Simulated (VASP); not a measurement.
# Al (P6_3/mmc) in VASP: notebook

Runs on Al. Level: PBE. Tasks: single point.

All numbers are computed with VASP 6.6.1; they aren't measurements. Logs are shortened: lines on timing, memory, paths and dates and some standing lists are left out, and cuts for length are marked.

### 1 The cell of the first run

Symmetry: P6_3/mmc, No. 194, hexagonal system. Conventional cell: a = 3.585 Å, b = 3.585 Å, c = 4.688 Å, α = 90.00°, β = 90.00°, γ = 120.00°. Al (site symmetry -3m) has 8 Al at 2.34 to 2.38 Å within 3.1 Å. Al (site symmetry -6m2) has 6 Al at 2.38 Å within 3.1 Å.

### 2 Single point, PBE

File INCAR:

```
SYSTEM = Al
PREC = Accurate ; ENCUT = 520
EDIFF = 1E-6 ; ISMEAR = -1
SIGMA = 0.05 ; LREAL = .False.
LASPH = .True. ; NELM = 100
ALGO = Normal ; ISIF = 2
LWAVE = .False. ; LCHARG = .True.
GGA = PE ; LELF = .True.
LVHAR = .True. ; NBANDS = 14
```

File KPOINTS:

```
regular mesh
0
Gamma
  10 10 7
  0 0 0
```

File POSCAR:

```
Al
1.0
    3.5847388344      0.0000000000      0.0000000000
   -1.7923694172      3.1044748965      0.0000000000
    0.0000000000      0.0000000000      4.6882986930
Al
4
Direct
    0.0000000000      0.0000000000      0.0000000000
    0.0000000000      0.0000000000      0.5000000000
    0.3333333333      0.6666666667      0.2500000000
    0.6666666667      0.3333333333      0.7500000000
```

Potentials or basis: VASP PAW PBE potentials, release 64 (Al).

The run is started by

```sh
cat potpaw_PBE.64/Al/POTCAR > POTCAR
mpirun -np 1 vasp_std > vasp.out
```

OUTCAR:

```text
SYSTEM = Al
   PREC = Accurate
   ENCUT = 520
   EDIFF = 1E-6
   ISMEAR = -1
   LREAL = .False.
   LASPH = .True.
   NELM = 100
   ISIF = 2
   GGA = PE

 ion  position               nearest neighbor table
   1  0.000  0.000  0.000-   2 2.34   2 2.34   4 2.38   3 2.38   3 2.38   4 2.38   4 2.38   3 2.38

   2  0.000  0.000  0.500-   1 2.34   1 2.34   4 2.38   3 2.38   3 2.38   4 2.38   4 2.38   3 2.38

   3  0.333  0.667  0.250-   1 2.38   2 2.38   1 2.38   2 2.38   1 2.38   2 2.38   4 3.13   4 3.13
                             4 3.13   4 3.13   4 3.13   4 3.13
   4  0.667  0.333  0.750-   1 2.38   2 2.38   1 2.38   2 2.38   1 2.38   2 2.38   3 3.13   3 3.13
                             3 3.13   3 3.13   3 3.13   3 3.13

  LATTYP: Found a hexagonal cell.
 ALAT       =     3.5847388344
 C/A-ratio  =     1.3078494444

  Lattice vectors:

 A1 = (   3.5847388344,   0.0000000000,   0.0000000000)
 A2 = (  -1.7923694172,   3.1044748965,   0.0000000000)
 A3 = (   0.0000000000,   0.0000000000,   4.6882986930)

Analysis of symmetry for initial positions (statically):
=====================================================================
 Subroutine PRICEL returns:
 Original cell was already a primitive cell.

 Routine SETGRP: Setting up the symmetry group for a
 hexagonal supercell.

 Subroutine GETGRP returns: Found 24 space group operations
 (whereof 12 operations were pure point group operations)
 out of a pool of 24 trial point group operations.

The static configuration has the point symmetry D_3d.
 The point group associated with its full space group is D_6h.

Analysis of symmetry for dynamics (positions and initial velocities):
=====================================================================
 Subroutine PRICEL returns:
 Original cell was already a primitive cell.

 Routine SETGRP: Setting up the symmetry group for a
 hexagonal supercell.

 Subroutine GETGRP returns: Found 24 space group operations
 (whereof 12 operations were pure point group operations)
 out of a pool of 24 trial point group operations.

The dynamic configuration has the point symmetry D_3d.
 The point group associated with its full space group is D_6h.

 Subroutine INISYM returns: Found 24 space group operations
 (whereof 12 operations are pure point group operations),
 and found     1 'primitive' translations

----------------------------------------------------------------------------------------

                                     Primitive cell

[... 100 lines left out ...]
   ISIF   =      2    stress and relaxation
   ISYM   =      2    0-nonsym 1-usesym 2-fastsym
   POTIM  = 0.5000    time-step for ionic-motion
   TEBEG  =    0.0;   TEEND  =   0.0 temperature during run
   PSTRESS=    0.0 pullay stress
   NELECT =      12.0000    total number of electrons
   NUPDOWN=      -1.0000    fix difference up-down
   EMIN   =  10.00;   EMAX   =-10.00  energy-range for DOS
   EFERMI =   0.00;   METHOD = LEGACY
   ISMEAR =    -1;   SIGMA  =   0.05  broadening in eV -4-tet -1-fermi 0-gaus
   EFERMI_NEDOS =   21; number of points for ismear=-14 and -15
   IALGO  =     38    algorithm
   IMIX   =      4    mixing-type and parameters
     AMIX     =   0.40;   BMIX     =  1.00
     AMIX_MAG =   1.60;   BMIX_MAG =  1.00
  volume/ion in A,a.u.               =      13.04        88.02
  Fermi-wavevector in a.u.,A,eV,Ry     =   1.003032  1.895456 13.688466  1.006074
  Thomas-Fermi vector in A             =   2.135558
   LORBIT       =      0    0 simple, 1 ext, 2 COOP (PROOUT), +10 PAW based schemes
   GGA     = PE    functional components
   LHFCALC =     F    Hartree Fock is set to
   AEXX    =    0.0000 exact exchange contribution
   IVDW    =     0    specifies the selected vdW correction
   LEPSILON=     F    determine dielectric tensor
   LRPA    =     F    only Hartree local field effects (RPA)
 non-spin polarized calculation
  energy-cutoff  :      520.00
  volume of cell :       52.17
 maximum number of plane-waves:      1446
 NGX is ok and might be reduce to    28

 number of electron      12.0000000 magnetization

 Free energy of the ion-electron system (eV)
  ---------------------------------------------------
  ext. energy  EPLUGINS =         0.00000000
  ---------------------------------------------------
  free energy    TOTEN  =       -10.22700578 eV

  energy without entropy =      -10.21478956  energy(sigma->0) =      -10.22089767

 E-fermi :  10.4205     XC(G=0): -10.9819

 val. band max:       10.4162526284   @ k =   0.3000   0.3000   0.0000
 cond. band min:      10.4211230191   @ k =   0.0000   0.0000   0.0000
 fundamental gap:      0.0048703907
 Fermi energy:        10.4204541753

 k-point     1 :       0.0000    0.0000    0.0000
  band No.  band energies     occupation
      1      -2.3315      2.00000
      2       3.8991      2.00000
      3       4.3394      2.00000
      4      10.4211      0.99331
      5      10.4211      0.99331
      6      11.7029      0.00000
      7      11.7029      0.00000
      8      13.4756      0.00000
      9      15.7965      0.00000
     10      15.7965      0.00000
     11      16.0100      0.00000
     12      17.0097      0.00000
     13      17.0097      0.00000
     14      17.1975      0.00000
[... 377 lines left out ...]
      1       0.8152      2.00000
      2       2.5361      2.00000
      3       5.2102      2.00000
      4       6.5856      2.00000
      5       6.9405      2.00000
      6       9.0017      2.00000
      7      10.3812      1.37334
      8      11.2931      0.00000
      9      11.5711      0.00000
     10      14.3787      0.00000
     11      16.3187      0.00000
     12      18.8792      0.00000
     13      19.6619      0.00000
     14      21.2858      0.00000

 [... further k-points ...]
[... 5 lines left out ...]
  --------------------------------------------------------------------------------------
  -------------------------------------------------------------------------------------
  Total       20.5135533     20.5135533     20.5676381      0.0000000      0.0000000      0.0000000
  in kB      629.9274460    629.9274459    631.5882750      0.0000000      0.0000000      0.0000000
  external PRESSURE =     630.4810556 kB  Pullay stress =       0.0000000 kB

 VOLUME and BASIS-vectors are now :
 -----------------------------------------------------------------------------
  energy-cutoff  :      520.00
  volume of cell :       52.17
      direct lattice vectors                 reciprocal lattice vectors
     3.584738834  0.000000000  0.000000000     0.278960350  0.161057833  0.000000000
    -1.792369417  3.104474897  0.000000000     0.000000000  0.322115666  0.000000000
     0.000000000  0.000000000  4.688298693     0.000000000  0.000000000  0.213296990

 POSITION                                       TOTAL-FORCE (eV/Angst)
 -----------------------------------------------------------------------------------
      0.00000      0.00000      0.00000         0.000000      0.000000      0.000000
      0.00000      0.00000      2.34415         0.000000      0.000000      0.000000
     -0.00000      2.06965      1.17207         0.000000     -0.000000     -0.000000
      1.79237      1.03482      3.51622        -0.000000      0.000000     -0.000000
 -----------------------------------------------------------------------------------
    total drift:                               -0.000000      0.000000     -0.000000

  FREE ENERGIE OF THE ION-ELECTRON SYSTEM (eV)
  ---------------------------------------------------
  free  energy   TOTEN  =       -10.2270057848 eV

  energy  without entropy=      -10.2147895631  energy(sigma->0) =      -10.22089767
```

OSZICAR:

```text
N       E                     dE             d eps       ncg     rms          rms(c)
DAV:   1     0.155707384250E+02    0.15571E+02   -0.44199E+03  1568   0.679E+02
DAV:   2    -0.964686791498E+01   -0.25218E+02   -0.23585E+02  2020   0.102E+02
DAV:   3    -0.104717140710E+02   -0.82485E+00   -0.82016E+00  2084   0.154E+01
DAV:   4    -0.104785890337E+02   -0.68750E-02   -0.68744E-02  1838   0.174E+00
DAV:   5    -0.104786889603E+02   -0.99927E-04   -0.99928E-04  2100   0.212E-01    0.441E+00
DAV:   6    -0.102968341014E+02    0.18185E+00   -0.11217E-01  1856   0.155E+00    0.263E+00
DAV:   7    -0.102284983888E+02    0.68336E-01   -0.11872E-01  1904   0.167E+00    0.334E-01
DAV:   8    -0.102270649569E+02    0.14334E-02   -0.10472E-02  1898   0.560E-01    0.260E-01
DAV:   9    -0.102270938216E+02   -0.28865E-04   -0.33994E-04  1982   0.110E-01    0.751E-02
DAV:  10    -0.102270044824E+02    0.89339E-04   -0.21641E-04  1904   0.678E-02    0.672E-02
DAV:  11    -0.102270059532E+02   -0.14707E-05   -0.13093E-05  2072   0.195E-02    0.406E-02
DAV:  12    -0.102270057848E+02    0.16835E-06   -0.30236E-07  1096   0.334E-03
   1 F= -.10227006E+02 E0= -.10220898E+02  d E =-.122162E-01
```

Wall time 28 s (1 thread of Intel Xeon Platinum 8488C (Sapphire Rapids), shared host); peak memory 0.18 GiB.

What came out:

- Free energy: -10.2270 eV
- Pressure: 63.0 GPa
- Band gap on the k mesh: zero (band 6 reaches 12.11 eV, above the bottom of band 7 at 8.52 eV)

Stress tensor (GPa, compression positive):
```
62.99  0.00  0.00
 0.00 62.99  0.00
 0.00  0.00 63.16
```

Levels at points of the mesh, in eV from the Fermi level:
```
           k point  band 4  band 5  band 6  band 7  band 8  band 9
(0.00, 0.00, 0.00)    0.00    0.00    1.28    1.28    3.06    5.38
(0.50, 0.00, 0.00)   -2.79   -2.66   -2.24   -1.90   -0.36    2.87
```

### 3 Single point, PBE

File INCAR:

```
ALGO = Normal
EDIFF = 1E-6
ENCUT = 520
GGA = PE
ISIF = 2
ISMEAR = -1
LASPH = True
LCHARG = True
LELF = True
LREAL = False
LVHAR = True
LWAVE = False
NBANDS = 14
NELM = 100
PREC = Accurate
SIGMA = 0.05
```

File KPOINTS:

```
k-points
0
Gamma
  10 10 7
```

POSCAR is that of step 2.

Potentials or basis: VASP PAW PBE potentials, release 64 (Al).

The run is started by

```sh
cat potpaw_PBE.64/Al/POTCAR > POTCAR
mpirun -np 1 vasp_std > vasp.out
```

Wall time 25 s (1 thread of Intel Xeon Platinum 8488C (Sapphire Rapids), shared host); peak memory 0.17 GiB.

It converged, with:

- Free energy: -10.2270 eV
- Pressure: 63.0 GPa
- Band gap on the k mesh: zero (band 6 reaches 12.11 eV, above the bottom of band 7 at 8.52 eV)

Stress tensor (GPa, compression positive):
```
62.99  0.00  0.00
 0.00 62.99  0.00
 0.00  0.00 63.16
```

Levels at points of the mesh, in eV from the Fermi level:
```tsv
k point	band 2	band 3	band 4	band 5	band 6	band 7	band 8	band 9	band 10	band 11
(0.00, 0.00, 0.00)	-6.52	-6.08	0.00	0.00	1.28	1.28	3.06	5.38	5.38	5.59
(0.50, 0.00, 0.00)	-8.55	-4.14	-2.79	-2.66	-2.24	-1.90	-0.36	2.87	3.32	5.84
```

### 4 Single point, PBE

This run uses another cell than the first one, of 15.05 Å³/atom, 1.154 times its volume.

File INCAR:

```
PREC     = Accurate       # precision mode
ENCUT    = 520            # plane-wave cutoff, eV
EDIFF    = 1E-6           # SCF threshold, eV
ISMEAR   = -1             # smearing method
SIGMA    = 0.05           # smearing width, eV
LREAL    = F              # projectors in reciprocal space
LASPH    = T              # aspherical terms in the spheres
NELM     = 60             # most SCF steps
ALGO     = Normal         # electronic algorithm
ISIF     = 2              # what is computed and relaxed
LWAVE    = F              # write WAVECAR
LCHARG   = F              # write CHGCAR
GGA      = PE             # functional
NBANDS   = 14             # bands
```

File KPOINTS:

```
Automatic mesh
0
Gamma
  10 10 7
```

File POSCAR:

```
Al
1.0
    3.7757770418      0.0000000000      0.0000000000
   -1.8878885209      3.2699188373      0.0000000000
    0.0000000000      0.0000000000      4.8760206718
Al
4
Direct
    0.0000000000      0.0000000000      0.0000000000
    0.0000000000      0.0000000000      0.5000000000
    0.3333333333      0.6666666667      0.2500000000
    0.6666666667      0.3333333333      0.7500000000
```

Potentials or basis: VASP PAW PBE potentials, release 64 (Al).

The run is started by

```sh
cat potpaw_PBE.64/Al/POTCAR > POTCAR
mpirun -np 1 vasp_std > vasp.out
```

OUTCAR:

```text
PREC = Accurate
   ENCUT = 520
   EDIFF = 1E-6
   ISMEAR = -1
   LREAL = F
   LASPH = T
   NELM = 60
   ISIF = 2
   GGA = PE

 ion  position               nearest neighbor table
   1  0.000  0.000  0.000-   2 2.44   2 2.44   4 2.50   3 2.50   4 2.50   3 2.50   4 2.50   3 2.50

   2  0.000  0.000  0.500-   1 2.44   1 2.44   4 2.50   3 2.50   4 2.50   3 2.50   4 2.50   3 2.50

   3  0.333  0.667  0.250-   1 2.50   2 2.50   1 2.50   2 2.50   1 2.50   2 2.50   4 3.27   4 3.27
                             4 3.27   4 3.27   4 3.27   4 3.27
   4  0.667  0.333  0.750-   1 2.50   2 2.50   1 2.50   2 2.50   1 2.50   2 2.50   3 3.27   3 3.27
                             3 3.27   3 3.27   3 3.27   3 3.27

  LATTYP: Found a hexagonal cell.
 ALAT       =     3.7757770418
 C/A-ratio  =     1.2913952857

  Lattice vectors:

 A1 = (   3.7757770418,   0.0000000000,   0.0000000000)
 A2 = (  -1.8878885209,   3.2699188373,   0.0000000000)
 A3 = (   0.0000000000,   0.0000000000,   4.8760206718)

Analysis of symmetry for initial positions (statically):
=====================================================================
 Subroutine PRICEL returns:
 Original cell was already a primitive cell.

 Routine SETGRP: Setting up the symmetry group for a
 hexagonal supercell.

 Subroutine GETGRP returns: Found 24 space group operations
 (whereof 12 operations were pure point group operations)
 out of a pool of 24 trial point group operations.

The static configuration has the point symmetry D_3d.
 The point group associated with its full space group is D_6h.

Analysis of symmetry for dynamics (positions and initial velocities):
=====================================================================
 Subroutine PRICEL returns:
 Original cell was already a primitive cell.

 Routine SETGRP: Setting up the symmetry group for a
 hexagonal supercell.

 Subroutine GETGRP returns: Found 24 space group operations
 (whereof 12 operations were pure point group operations)
 out of a pool of 24 trial point group operations.

The dynamic configuration has the point symmetry D_3d.
 The point group associated with its full space group is D_6h.

 Subroutine INISYM returns: Found 24 space group operations
 (whereof 12 operations are pure point group operations),
[... 131 lines left out ...]
 non-spin polarized calculation
  energy-cutoff  :      520.00
  volume of cell :       60.20
 maximum number of plane-waves:      1640
 NGX is ok and might be reduce to    28

 number of electron      12.0000000 magnetization

 Free energy of the ion-electron system (eV)
  ---------------------------------------------------
  ext. energy  EPLUGINS =         0.00000000
  ---------------------------------------------------
  free energy    TOTEN  =       -12.53293130 eV

  energy without entropy =      -12.52007624  energy(sigma->0) =      -12.52650377

 E-fermi :   8.7097     XC(G=0): -10.4199

 val. band max:        8.6921339425   @ k =   0.0000   0.0000   0.1429
 cond. band min:       8.7312050744   @ k =   0.2000   0.1000   0.1429
 fundamental gap:      0.0390711319
 Fermi energy:         8.7096777405

 k-point     1 :       0.0000    0.0000    0.0000
  band No.  band energies     occupation
      1      -2.9959      2.00000
      2       2.7605      2.00000
      3       3.2323      2.00000
      4       8.5887      1.83655
      5       8.5887      1.83655
      6       9.9091      0.00000
      7       9.9091      0.00000
      8      11.3201      0.00000
      9      13.5866      0.00000
     10      14.0649      0.00000
     11      14.0649      0.00000
     12      14.6000      0.00000
     13      14.6000      0.00000
     14      15.3856      0.00000
[... 377 lines left out ...]
      1      -0.1990      2.00000
      2       1.4478      2.00000
      3       3.9225      2.00000
      4       5.0786      2.00000
      5       5.6700      2.00000
      6       7.4530      2.00000
      7       8.6395      1.60578
      8       9.5177      0.00000
      9      10.0282      0.00000
     10      12.4266      0.00000
     11      14.0066      0.00000
     12      16.5433      0.00000
     13      17.1675      0.00000
     14      18.8641      0.00000

 [... further k-points ...]
[... 5 lines left out ...]
  --------------------------------------------------------------------------------------
  -------------------------------------------------------------------------------------
  Total       11.9999820     11.9999820     11.9900020      0.0000000      0.0000000      0.0000000
  in kB      319.3613282    319.3613282    319.0957238      0.0000000      0.0000000      0.0000000
  external PRESSURE =     319.2727934 kB  Pullay stress =       0.0000000 kB

 VOLUME and BASIS-vectors are now :
 -----------------------------------------------------------------------------
  energy-cutoff  :      520.00
  volume of cell :       60.20
      direct lattice vectors                 reciprocal lattice vectors
     3.775777042  0.000000000  0.000000000     0.264846147  0.152908994  0.000000000
    -1.887888521  3.269918837  0.000000000     0.000000000  0.305817988  0.000000000
     0.000000000  0.000000000  4.876020672     0.000000000  0.000000000  0.205085267

 POSITION                                       TOTAL-FORCE (eV/Angst)
 -----------------------------------------------------------------------------------
      0.00000      0.00000      0.00000         0.000000      0.000000      0.000000
      0.00000      0.00000      2.43801         0.000000      0.000000      0.000000
     -0.00000      2.17995      1.21901         0.000000      0.000000     -0.000000
      1.88789      1.08997      3.65702        -0.000000     -0.000000     -0.000000
 -----------------------------------------------------------------------------------
    total drift:                               -0.000000      0.000000     -0.000000

  FREE ENERGIE OF THE ION-ELECTRON SYSTEM (eV)
  ---------------------------------------------------
  free  energy   TOTEN  =       -12.5329313002 eV

  energy  without entropy=      -12.5200762426  energy(sigma->0) =      -12.52650377
```

OSZICAR:

```text
N       E                     dE             d eps       ncg     rms          rms(c)
DAV:   1     0.108852292488E+02    0.10885E+02   -0.42191E+03  1576   0.660E+02
DAV:   2    -0.119516309628E+02   -0.22837E+02   -0.21655E+02  2016   0.980E+01
DAV:   3    -0.126964903746E+02   -0.74486E+00   -0.73918E+00  2094   0.143E+01
DAV:   4    -0.127034012922E+02   -0.69109E-02   -0.69099E-02  1790   0.171E+00
DAV:   5    -0.127035116773E+02   -0.11039E-03   -0.11038E-03  2124   0.219E-01    0.363E+00
DAV:   6    -0.125766995229E+02    0.12681E+00   -0.96447E-02  1880   0.136E+00    0.216E+00
DAV:   7    -0.125339156699E+02    0.42784E-01   -0.98980E-02  1934   0.143E+00    0.331E-01
DAV:   8    -0.125329107531E+02    0.10049E-02   -0.94367E-03  1892   0.508E-01    0.242E-01
DAV:   9    -0.125330555958E+02   -0.14484E-03   -0.48421E-04  1958   0.115E-01    0.712E-02
DAV:  10    -0.125329294793E+02    0.12612E-03   -0.36167E-04  1850   0.848E-02    0.584E-02
DAV:  11    -0.125329312779E+02   -0.17987E-05   -0.14218E-05  2054   0.214E-02    0.363E-02
DAV:  12    -0.125329313002E+02   -0.22268E-07   -0.17433E-07  1060   0.285E-03
   1 F= -.12532931E+02 E0= -.12526504E+02  d E =-.128551E-01
```

stdout:

```text
POSCAR found type information on POSCAR Al
 POSCAR found :  1 types and       4 ions
 scaLAPACK will be used
 LDA part: xc-table for (Slater+PW92), standard interpolation
 POSCAR, INCAR and KPOINTS ok, starting setup
 FFT: planning ... GRIDC
 FFT: planning ... GRID_SOFT
 FFT: planning ... GRID
 WAVECAR not read
 entering main loop
```

It took 22 s on 1 thread of Intel Xeon Platinum 8488C (Sapphire Rapids), shared host; peak memory 0.17 GiB.

Results:

* Free energy: -12.5329 eV
* Pressure: 31.9 GPa
* Band gap on the k mesh: zero (band 6 reaches 10.15 eV, above the bottom of band 7 at 6.71 eV)

[end of part 1 of 2]
